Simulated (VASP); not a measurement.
# C (Fd-3m) in VASP: relaxation of cell and atoms with PBE

Aim: the relaxation of cell and atoms of C with PBE.

Program: VASP 6.6.1. These are calculated values, not measurements. Logs are shortened: lines on timing, memory, paths and dates and some standing lists are left out, and cuts for length are marked.

## (1) The cell of the first run

The structure is cubic, space group Fd-3m (No. 227). The conventional cell has a = 3.570 Å, b = 3.570 Å, c = 3.570 Å, α = 90.00°, β = 90.00°, γ = 90.00°. Within 2.1 Å of C (site symmetry -43m) lie 4 C at 1.55 Å.

## (2) Relaxation of cell and atoms, PBE

INCAR reads:

```
ALGO     = Normal         # electronic algorithm
EDIFF    = 1E-7           # SCF threshold, eV
EDIFFG   = -0.002         # ionic threshold
ENCUT    = 600            # plane-wave cutoff, eV
GGA      = PE             # functional
GGA_COMPAT= False        
IBRION   = 2              # ionic algorithm
ISIF     = 3              # what is computed and relaxed
ISMEAR   = 0              # smearing method
LASPH    = True           # aspherical terms in the spheres
LCHARG   = False          # write CHGCAR
LREAL    = False          # projectors in reciprocal space
LWAVE    = False          # write WAVECAR
NELM     = 120            # most SCF steps
NELMIN   = 4            
NSW      = 80             # ionic steps
PREC     = Accurate       # precision mode
SIGMA    = 0.01           # smearing width, eV
```

KPOINTS reads:

```
k-points
0
Gamma
  10 10 10
```

POSCAR reads:

```
C
1.0
    0.0000000000      1.7850000000      1.7850000000
    1.7850000000      0.0000000000      1.7850000000
    1.7850000000      1.7850000000      0.0000000000
C
2
Direct
    0.0000000000      0.0000000000      0.0000000000
    0.2500000000      0.2500000000      0.2500000000
```

Potentials or basis: VASP PAW PBE potentials, release 64 (C).

Run with:

```bash
> cat potpaw_PBE.64/C/POTCAR > POTCAR
> mpirun -np 1 vasp_std > vasp.out
```

OUTCAR:

```text
EDIFF = 1E-7
   EDIFFG = -0.002
   ENCUT = 600
   GGA = PE
   IBRION = 2
   ISIF = 3
   ISMEAR = 0
   LASPH = True
   LREAL = False
   NELM = 120
   NELMIN = 4
   NSW = 80
   PREC = Accurate

 ion  position               nearest neighbor table
   1  0.000  0.000  0.000-   2 1.55   2 1.55   2 1.55   2 1.55
   2  0.250  0.250  0.250-   1 1.55   1 1.55   1 1.55   1 1.55

  LATTYP: Found a face centered cubic cell.
 ALAT       =     3.5700000000

  Lattice vectors:

 A1 = (   0.0000000000,   1.7850000000,   1.7850000000)
 A2 = (   1.7850000000,   0.0000000000,   1.7850000000)
 A3 = (   1.7850000000,   1.7850000000,   0.0000000000)

Analysis of symmetry for initial positions (statically):
=====================================================================
 Subroutine PRICEL returns:
 Original cell was already a primitive cell.

 Routine SETGRP: Setting up the symmetry group for a
 face centered cubic supercell.

 Subroutine GETGRP returns: Found 48 space group operations
 (whereof 24 operations were pure point group operations)
 out of a pool of 48 trial point group operations.

The static configuration has the point symmetry T_d .
 The point group associated with its full space group is O_h .

Analysis of symmetry for dynamics (positions and initial velocities):
=====================================================================
 Subroutine PRICEL returns:
 Original cell was already a primitive cell.

 Routine SETGRP: Setting up the symmetry group for a
 face centered cubic supercell.

 Subroutine GETGRP returns: Found 48 space group operations
 (whereof 24 operations were pure point group operations)
 out of a pool of 48 trial point group operations.

The dynamic configuration has the point symmetry T_d .
 The point group associated with its full space group is O_h .

 Subroutine INISYM returns: Found 48 space group operations
 (whereof 24 operations are pure point group operations),
 and found     1 'primitive' translations

----------------------------------------------------------------------------------------

                                     Primitive cell

  volume of cell :      11.3748

  direct lattice vectors                    reciprocal lattice vectors
     0.000000000  1.785000000  1.785000000    -0.280112045  0.280112045  0.280112045
     1.785000000  0.000000000  1.785000000     0.280112045 -0.280112045  0.280112045
     1.785000000  1.785000000  0.000000000     0.280112045  0.280112045 -0.280112045

[... 99 lines left out ...]
   EFERMI_NEDOS =   21; number of points for ismear=-14 and -15
   IALGO  =     38    algorithm
   IMIX   =      4    mixing-type and parameters
     AMIX     =   0.40;   BMIX     =  1.00
     AMIX_MAG =   1.60;   BMIX_MAG =  1.00
  volume/ion in A,a.u.               =       5.69        38.38
  Fermi-wavevector in a.u.,A,eV,Ry     =   1.455872  2.751200 28.838420  2.119564
  Thomas-Fermi vector in A             =   2.572856
   LORBIT       =      0    0 simple, 1 ext, 2 COOP (PROOUT), +10 PAW based schemes
   GGA     = PE    functional components
   LHFCALC =     F    Hartree Fock is set to
   AEXX    =    0.0000 exact exchange contribution
   IVDW    =     0    specifies the selected vdW correction
   LEPSILON=     F    determine dielectric tensor
   LRPA    =     F    only Hartree local field effects (RPA)
 conjugate gradient relaxation of ions
 non-spin polarized calculation
 Gauss-broadening in eV      SIGMA  =   0.01
  energy-cutoff  :      600.00
  volume of cell :       11.37
 maximum number of plane-waves:       392
   NGX =  9   NGY =  9   NGZ =  9

--------------------------------------- Ionic step        1  -------------------------------------------

 number of electron       7.9999999 magnetization

 Free energy of the ion-electron system (eV)
  ---------------------------------------------------
  ext. energy  EPLUGINS =         0.00000000
  ---------------------------------------------------
  free energy    TOTEN  =       -18.19039627 eV

  energy without entropy =      -18.19039627  energy(sigma->0) =      -18.19039627

------------------------ aborting loop because EDIFF is reached ----------------------------------------

  FORCE on cell =-STRESS in cart. coord.  units (eV):
  Direction    XX          YY          ZZ          XY          YZ          ZX
  --------------------------------------------------------------------------------------
  -------------------------------------------------------------------------------------
  Total        0.0406498      0.0406498      0.0406498     -0.0000000      0.0000000      0.0000000
  in kB        5.7256437      5.7256437      5.7256437     -0.0000000      0.0000000      0.0000000
  external PRESSURE =       5.7256437 kB  Pullay stress =       0.0000000 kB
[... 59 lines left out ...]
--------------------------------------- Ionic step        3  -------------------------------------------

 number of electron       7.9999999 magnetization

 Free energy of the ion-electron system (eV)
  ---------------------------------------------------
  ext. energy  EPLUGINS =         0.00000000
  ---------------------------------------------------
  free energy    TOTEN  =       -18.19042241 eV

  energy without entropy =      -18.19042241  energy(sigma->0) =      -18.19042241

 E-fermi :   9.7135     XC(G=0): -13.2304

 val. band max:        9.6701963547   @ k =   0.0000   0.0000   0.0000
 cond. band min:      13.8314089950   @ k =   0.4000   0.4000   0.0000
 fundamental gap:      4.1612126403
 Fermi energy:         9.7135047114

 k-point     1 :       0.0000    0.0000    0.0000
  band No.  band energies     occupation
      1     -11.7520      2.00000
      2       9.6702      2.00000
      3       9.6702      2.00000
      4       9.6702      2.00000
      5      15.2493      0.00000
      6      15.2493      0.00000
      7      15.2493      0.00000
      8      22.9091      0.00000
[... 243 lines left out ...]
 k-point    24 :       0.4000    0.3000    0.0000
  band No.  band energies     occupation
      1      -7.1759      2.00000
      2       1.6297      2.00000
      3       3.7108      2.00000
      4       4.3346      2.00000
      5      14.4516      0.00000
      6      17.6735      0.00000
      7      23.7033      0.00000
      8      23.7553      0.00000

 [... further k-points ...]

------------------------ aborting loop because EDIFF is reached ----------------------------------------

  FORCE on cell =-STRESS in cart. coord.  units (eV):
  Direction    XX          YY          ZZ          XY          YZ          ZX
  --------------------------------------------------------------------------------------
  -------------------------------------------------------------------------------------
  Total        0.0007385      0.0007385      0.0007385     -0.0000000     -0.0000000      0.0000000
  in kB        0.1038834      0.1038834      0.1038834     -0.0000000     -0.0000000      0.0000000
  external PRESSURE =       0.1038834 kB  Pullay stress =       0.0000000 kB
[... 17 lines left out ...]
  FREE ENERGIE OF THE ION-ELECTRON SYSTEM (eV)
  ---------------------------------------------------
  free  energy   TOTEN  =       -18.1904224148 eV

  energy  without entropy=      -18.1904224148  energy(sigma->0) =      -18.19042241

 reached required accuracy - stopping structural energy minimisation
```

It took 6.4 s on 1 thread of Intel Xeon Platinum 8488C (Sapphire Rapids), shared host; peak memory 0.11 GiB.

What came out:

| Property | Result |
| --- | --- |
| Free energy | -18.1904 eV |
| Relaxed volume | 5.69 Å³/atom |
| Relaxed cell | a = 2.525 Å, b = 2.525 Å, c = 2.525 Å, α = 60.00°, β = 60.00°, γ = 60.00° |
| Space group after relaxing (to 0.05 Å) | Fd-3m (No. 227) |
| Energy gained by relaxing | 0.0 meV/atom |
| Ionic steps | 3 |
| Pressure after relaxing | 0.0 GPa |
| Band gap on the k mesh | 4.16 eV, indirect (least direct gap 5.58 eV) |

Final structure:
```yaml
crystal:
  lattice:
    - [0.00000, 1.78577, 1.78577]
    - [1.78577, 0.00000, 1.78577]
    - [1.78577, 1.78577, 0.00000]
  atoms:
    - { symbol: C, position: [0.00000, 0.00000, 0.00000] }
    - { symbol: C, position: [0.25000, 0.25000, 0.25000] }
```

A k mesh can miss the band edges. As with any semilocal functional, this PBE gap is likely too small.
